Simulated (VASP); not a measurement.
# Nb (I4/mmm) in VASP: notebook

Nb is run at these levels: PBEsol; tasks: single point.

Program: VASP 6.6.1. These are calculated values, not measurements. Logs are shortened: lines on timing, memory, paths and dates and some standing lists are left out, and cuts for length are marked.

### 1 The cell of the first run

Symmetry: I4/mmm, No. 139, tetragonal system. The conventional cell has a = 2.991 Å, b = 2.991 Å, c = 4.209 Å, α = 90.00°, β = 90.00°, γ = 90.00°. Nb (site symmetry 4/mmm) has 12 Nb at 2.98 to 2.99 Å within 3.9 Å.

### 2 Single point, PBEsol (strain -0.0050 x Voigt [0, 0, 1, 0, 0, 0])

INCAR

```
SYSTEM = Nb
PREC = Accurate
ENCUT = 520
EDIFF = 1E-6
ISMEAR = 0
SIGMA = 0.15
LREAL = .FALSE.
LASPH = .TRUE.
NELM = 60
ALGO = Fast
ISIF = 2
LWAVE = .FALSE.
LCHARG = .FALSE.
GGA = PS
NBANDS = 12
```

KPOINTS

```
regular mesh
0
G
  20 20 20
  0 0 0
```

POSCAR

```
Nb
1.0
    0.0000000000      2.1150000000      2.1044250000
    2.1150000000      0.0000000000      2.1044250000
    2.1150000000      2.1150000000      0.0000000000
Nb
1
Direct
    0.0000000000      0.0000000000      0.0000000000
```

Potentials or basis: VASP PAW PBE potentials, release 64 (Nb_sv).

Launch:

```bash
$ cat potpaw_PBE.64/Nb_sv/POTCAR > POTCAR
$ mpirun -np 1 vasp_std > vasp.out
```

OUTCAR:

```text
SYSTEM = Nb
   PREC = Accurate
   ENCUT = 520
   EDIFF = 1E-6
   ISMEAR = 0
   LREAL = .FALSE.
   LASPH = .TRUE.
   NELM = 60
   ISIF = 2
   GGA = PS

 ion  position               nearest neighbor table
   1  0.000  0.000  0.000-

  LATTYP: Found a body centered tetragonal cell.
 ALAT       =     2.9910616844
 C/A-ratio  =     1.4071424946

  Lattice vectors:

 A1 = (   0.0000000000,  -2.1150000000,  -2.1044250000)
 A2 = (   0.0000000000,   2.1150000000,  -2.1044250000)
 A3 = (   2.1150000000,   0.0000000000,   2.1044250000)

Analysis of symmetry for initial positions (statically):
=====================================================================
 Subroutine PRICEL returns:
 Original cell was already a primitive cell.

 Routine SETGRP: Setting up the symmetry group for a
 body centered tetragonal supercell.

 Subroutine GETGRP returns: Found 16 space group operations
 (whereof 16 operations were pure point group operations)
 out of a pool of 16 trial point group operations.

The static configuration has the point symmetry D_4h.

Analysis of symmetry for dynamics (positions and initial velocities):
=====================================================================
 Subroutine PRICEL returns:
 Original cell was already a primitive cell.

 Routine SETGRP: Setting up the symmetry group for a
 body centered tetragonal supercell.

 Subroutine GETGRP returns: Found 16 space group operations
 (whereof 16 operations were pure point group operations)
 out of a pool of 16 trial point group operations.

The dynamic configuration has the point symmetry D_4h.

 Subroutine INISYM returns: Found 16 space group operations
 (whereof 16 operations are pure point group operations),
 and found     1 'primitive' translations

----------------------------------------------------------------------------------------

                                     Primitive cell

  volume of cell :      18.8271

  direct lattice vectors                    reciprocal lattice vectors
     0.000000000  2.115000000  2.104425000    -0.236406619  0.236406619  0.237594592
     2.115000000  0.000000000  2.104425000     0.236406619 -0.236406619  0.237594592
     2.115000000  2.115000000  0.000000000     0.236406619  0.236406619 -0.237594592

  length of vectors
     2.983593401  2.983593401  2.991061684     0.410155299  0.410155299  0.410155299

  position of ions in fractional coordinates (direct lattice)
     0.000000000  0.000000000  0.000000000

  ion indices of the primitive-cell ions
   primitive index   ion index
                 1           1

[... 78 lines left out ...]
   ISYM   =      2    0-nonsym 1-usesym 2-fastsym
   POTIM  = 0.5000    time-step for ionic-motion
   TEBEG  =    0.0;   TEEND  =   0.0 temperature during run
   PSTRESS=    0.0 pullay stress
   NELECT =      13.0000    total number of electrons
   NUPDOWN=      -1.0000    fix difference up-down
   EMIN   =  10.00;   EMAX   =-10.00  energy-range for DOS
   EFERMI =   0.00;   METHOD = LEGACY
   ISMEAR =     0;   SIGMA  =   0.15  broadening in eV -4-tet -1-fermi 0-gaus
   EFERMI_NEDOS =   21; number of points for ismear=-14 and -15
   IALGO  =     68    algorithm
   IMIX   =      4    mixing-type and parameters
     AMIX     =   0.40;   BMIX     =  1.00
     AMIX_MAG =   1.60;   BMIX_MAG =  1.00
  volume/ion in A,a.u.               =      18.83       127.05
  Fermi-wavevector in a.u.,A,eV,Ry     =   1.446976  2.734387 28.487042  2.093738
  Thomas-Fermi vector in A             =   2.564983
   LORBIT       =      0    0 simple, 1 ext, 2 COOP (PROOUT), +10 PAW based schemes
   GGA     = PS    functional components
   LHFCALC =     F    Hartree Fock is set to
   AEXX    =    0.0000 exact exchange contribution
   IVDW    =     0    specifies the selected vdW correction
   LEPSILON=     F    determine dielectric tensor
   LRPA    =     F    only Hartree local field effects (RPA)
 non-spin polarized calculation
 RMM-DIIS sequential band-by-band and
 Gauss-broadening in eV      SIGMA  =   0.15
  energy-cutoff  :      520.00
  volume of cell :       18.83
 maximum number of plane-waves:       532
 NGX is ok and might be reduce to    24
   NGX = 11   NGY = 11   NGZ = 11

 number of electron      13.0000001 magnetization

 Free energy of the ion-electron system (eV)
  ---------------------------------------------------
  ext. energy  EPLUGINS =         0.00000000
  ---------------------------------------------------
  free energy    TOTEN  =       -10.59982384 eV

  energy without entropy =      -10.58267996  energy(sigma->0) =      -10.59125190

 E-fermi :  10.7933     XC(G=0): -12.4038

 val. band max:       10.7883971379   @ k =  -0.4500   0.0500   0.3000
 cond. band min:      10.7967422300   @ k =  -0.3500   0.0500   0.0000
 fundamental gap:      0.0083450921
 Fermi energy:        10.7933168976

 k-point     1 :       0.0000    0.0000    0.0000
  band No.  band energies     occupation
      1     -43.9076      2.00000
      2     -19.3202      2.00000
      3     -19.3202      2.00000
      4     -19.3200      2.00000
      5       4.5450      2.00000
      6      10.8758      0.43663
      7      10.8758      0.43663
      8      10.9339      0.18506
      9      13.4370      0.00000
     10      13.5140      0.00000
     11      22.6178      0.00000
     12      27.3248      0.00000
[... 331 lines left out ...]
 k-point    24 :      -0.3500    0.0500    0.0000
  band No.  band energies     occupation
      1     -43.7451      2.00000
      2     -20.3140      2.00000
      3     -19.4788      2.00000
      4     -19.4451      2.00000
      5       7.0252      2.00000
      6      10.7967      0.97424
      7      10.9373      0.17451
      8      10.9419      0.16134
      9      14.3558      0.00000
     10      15.0668      0.00000
     11      21.8506      0.00000
     12      24.3316      0.00000

 [... further k-points ...]
[... 5 lines left out ...]
  --------------------------------------------------------------------------------------
  -------------------------------------------------------------------------------------
  Total       -0.7060091     -0.7060091     -0.8695076      0.0000000     -0.0000000     -0.0000000
  in kB      -60.0809341    -60.0809341    -73.9945593      0.0000000     -0.0000000     -0.0000000
  external PRESSURE =     -64.7188092 kB  Pullay stress =       0.0000000 kB

 VOLUME and BASIS-vectors are now :
 -----------------------------------------------------------------------------
  energy-cutoff  :      520.00
  volume of cell :       18.83
      direct lattice vectors                 reciprocal lattice vectors
     0.000000000  2.115000000  2.104425000    -0.236406619  0.236406619  0.237594592
     2.115000000  0.000000000  2.104425000     0.236406619 -0.236406619  0.237594592
     2.115000000  2.115000000  0.000000000     0.236406619  0.236406619 -0.237594592

 POSITION                                       TOTAL-FORCE (eV/Angst)
 -----------------------------------------------------------------------------------
      0.00000      0.00000      0.00000        -0.000000     -0.000000      0.000000
 -----------------------------------------------------------------------------------
    total drift:                               -0.000000     -0.000000     -0.000000

  FREE ENERGIE OF THE ION-ELECTRON SYSTEM (eV)
  ---------------------------------------------------
  free  energy   TOTEN  =       -10.5998238405 eV

  energy  without entropy=      -10.5826799564  energy(sigma->0) =      -10.59125190
```

OSZICAR:

```text
N       E                     dE             d eps       ncg     rms          rms(c)
DAV:   1     0.115793689023E+03    0.11579E+03   -0.72359E+03 15448   0.107E+03
DAV:   2    -0.618483605980E+01   -0.12198E+03   -0.11772E+03 16668   0.386E+02
DAV:   3    -0.108358327040E+02   -0.46510E+01   -0.44292E+01 22284   0.656E+01
[... 12 lines left out ...]
RMM:  16    -0.105998179353E+02   -0.81905E-05   -0.78960E-05 22289   0.387E-02    0.256E-02
RMM:  17    -0.105998226831E+02   -0.47478E-05   -0.36020E-05 20036   0.352E-02    0.391E-02
RMM:  18    -0.105998231150E+02   -0.43188E-06   -0.21880E-05 17240   0.268E-02    0.288E-02
RMM:  19    -0.105998232946E+02   -0.17953E-06   -0.11190E-05 16134   0.281E-02    0.182E-02
RMM:  20    -0.105998238405E+02   -0.54598E-06   -0.69444E-06 14305   0.239E-02
   1 F= -.10599824E+02 E0= -.10591252E+02  d E =-.171439E-01
```

stdout:

```text
POSCAR found type information on POSCAR Nb
 POSCAR found :  1 types and       1 ions
 scaLAPACK will be used
 -----------------------------------------------------------------------------
|                                                                             |
|                                                                             |
|     You enforced a specific xc type in the INCAR file but a different       |
|     I HOPE YOU KNOW WHAT YOU ARE DOING!                                     |
|                                                                             |
 -----------------------------------------------------------------------------

 LDA part: xc-table for (Slater+PW92), standard interpolation
 POSCAR, INCAR and KPOINTS ok, starting setup
 FFT: planning ... GRIDC
 FFT: planning ... GRID_SOFT
 FFT: planning ... GRID
 WAVECAR not read
 entering main loop
WARNING in EDDRMM: call to ZHEGV failed, returncode =   6  3     12
WARNING in EDDRMM: call to ZHEGV failed, returncode =   8  4     11
WARNING in EDDRMM: call to ZHEGV failed, returncode =   8  4      8
WARNING in EDDRMM: call to ZHEGV failed, returncode =   8  4      6
```

It took 2 min on 1 thread of Intel Xeon Platinum 8488C (Sapphire Rapids), shared host; peak memory 0.25 GiB.

Results:

- Free energy: -10.5998 eV
- Pressure: -6.5 GPa

Levels at points of the mesh, in eV from the Fermi level:
| k point | band 3 | band 4 | band 5 | band 6 | band 7 | band 8 | band 9 | band 10 |
| --- | --- | --- | --- | --- | --- | --- | --- | --- |
| (0.00, 0.00, 0.00) | -30.11 | -30.11 | -6.25 | 0.08 | 0.08 | 0.14 | 2.64 | 2.72 |
| (0.50, 0.00, 0.00) | -30.27 | -30.26 | -3.84 | -0.12 | -0.06 | 1.35 | 4.64 | 4.67 |
| (0.50, 0.50, 0.00) | -30.54 | -30.54 | -4.06 | -3.32 | 3.61 | 4.63 | 5.23 | 5.23 |
| (0.50, 0.00, 0.50) | -30.54 | -30.53 | -4.06 | -3.30 | 3.52 | 4.63 | 5.20 | 5.25 |

Caveat: the cell differs from its parent crystal (strain -0.0050 x Voigt [0, 0, 1, 0, 0, 0]); the PAW data sets were made with another functional, which shifts forces and pressure a little.

(Part 1 of 2 ends here.)
